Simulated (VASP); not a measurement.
Write the native input for VASP 6.6.1 that does the following.

* Task: single point
* Functional: LDA
* Potentials or basis: VASP PAW LDA potentials, release 64 (Al, Cu)
* Cutoff: 520 eV
* k mesh: 14 × 14 × 14
* Occupations: gaussian, width 0.15 eV
* Spin: no spin polarisation
* Dipole correction: no
* Further INCAR settings: ALGO = Fast; EDIFF = 1e-06; NBANDS = 26

The structure of AlCu3 lies in POSCAR:

```
AlCu3
1.0
   -0.2166562024      2.6266010469      2.6266010469
    2.6266010469     -0.2166562024      2.6266010469
    2.6266010469      2.6266010469     -0.2166562024
Al Cu
1 3
Direct
    0.0000000000      0.0000000000      0.0000000000
    0.5000000000      0.5000000000      0.5000000000
    0.2500000000      0.2500000000      0.2500000000
    0.7500000000      0.7500000000      0.7500000000
```

One way to write it, as run:

INCAR

```
PREC = Accurate
ENCUT = 520
EDIFF = 1E-6
ISMEAR = 0
SIGMA = 0.15
LREAL = False
LASPH = True
NELM = 100
ALGO = Fast
ISIF = 2
LWAVE = False
LCHARG = False
NBANDS = 26
```

KPOINTS

```
Automatic mesh
0
Gamma
  14 14 14
```

Potentials or basis: VASP PAW LDA potentials, release 64 (Al, Cu).

Command:

```sh
$ cat potpaw_LDA.64/Al/POTCAR potpaw_LDA.64/Cu/POTCAR > POTCAR
$ mpirun -np 1 vasp_std > vasp.out
```

It gave:

```yaml
Pressure: 34.3 GPa
Largest_force: 0.141 eV/Å
Band_gap_on_the_k_mesh: zero (bands 18 and 19 overlap by 5.74 eV)
```

Caveat: the cell stands under pressure.

It took 2.5 min on 1 thread of Intel(R) Xeon(R) 6975P-C (Granite Rapids), with other jobs on the host, peak memory 0.33 GiB.
